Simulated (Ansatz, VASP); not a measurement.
# Two plane-wave programs on Sr4HfO

The input INCAR:

```
PREC     = Accurate       # precision mode
ENCUT    = 520            # plane-wave cutoff, eV
EDIFF    = 1E-6           # SCF threshold, eV
ISMEAR   = 0              # smearing method
SIGMA    = 0.1            # smearing width, eV
LREAL    = False          # projectors in reciprocal space
LASPH    = True           # aspherical terms in the spheres
NELM     = 80             # most SCF steps
ALGO     = Normal         # electronic algorithm
ISIF     = 2              # what is computed and relaxed
LWAVE    = False          # write WAVECAR
LCHARG   = True           # write CHGCAR
GGA      = PE             # functional
LELF     = True           # ELF
LVHAR    = True         
NBANDS   = 37             # bands
```

KPOINTS

```
Automatic mesh
0
Gamma
  3 3 4
```

Contents of POSCAR:

```
Sr4HfO
1.0
    6.2152827700      0.0000000000      0.0000000000
   -3.1076413800      5.3825927700      0.0000000000
    0.0000000000      0.0000000000      4.7208895500
Sr Hf O
4 1 1
Direct
    0.3333333300      0.6666666700      0.0000000000
    0.1676396500      0.3352793100      0.5000000000
    0.6647206900      0.8323603500      0.5000000000
    0.1676396500      0.8323603500      0.5000000000
    0.6666666700      0.3333333300      0.0000000000
    0.0000000000      0.0000000000      0.0000000000
```

Input for Ansatz:

```yaml
crystal:
  lattice:
    - [6.21528277, 0.0, 0.0]
    - [-3.10764138, 5.38259277, 0.0]
    - [0.0, 0.0, 4.72088955]
  atoms:
    - { symbol: Sr, position: [0.33333333, 0.66666667, 0.0] }
    - { symbol: Sr, position: [0.16763965, 0.33527931, 0.5] }
    - { symbol: Sr, position: [0.66472069, 0.83236035, 0.5] }
    - { symbol: Sr, position: [0.16763965, 0.83236035, 0.5] }
    - { symbol: Hf, position: [0.66666667, 0.33333333, 0.0] }
    - { symbol: O, position: [0.0, 0.0, 0.0] }
basis:
  ecutwfc: 420
kpoints:
  mp_grid: { grid: [3, 3, 4] }
hamiltonian:
  xc: pbe
scf:
  occupations: { method: gaussian, width: 0.1 }
  lower_state_search: "off"
output:
  forces: true
  stress: true
  eigenvalues: true
```

Change from the starting cell: species swapped into the NdAlCu4 type (P-6m2, No. 187).

Alike in both runs: task single point; functional PBE; k mesh 3 × 3 × 4; occupations gaussian, width 0.1 eV; no spin polarisation.

|  | VASP | Ansatz |
| --- | --- | --- |
| version | VASP 6.6.1 | Ansatz 0.2.0 |
| potentials or method | VASP PAW PBE potentials, release 64 (Sr_sv, Hf_pv, O), cutoff 520 eV | scalar-relativistic, plane waves, PAW |
| valence electrons in the cell | 56 | 72 |

Ansatz gave:

- gap on the k mesh at the Fermi level (eV): none
- pressure (GPa): 8.0
- traceless stress, the component that is largest in VASP (GPa): -3.59
- rms of the force components (eV/Å): 1.386

Q: What did VASP give for the same quantities?

A: gap on the k mesh at the Fermi level (eV): none; pressure (GPa): 8.3; traceless stress, the component that is largest in VASP (GPa): -3.51; rms of the force components (eV/Å): 1.406.

Atom by atom the forces differ by 0.020 eV/Å (rms over components). A gap of «none» marks a metal or a gap that the smearing closes. VASP's potentials hold 56 valence electrons a cell and Ansatz's 72, so a difference there can come from the potentials and not from the codes.

The k mesh is coarse, so the values compare programs but aren't converged. Neither program's run includes spin-orbit coupling.
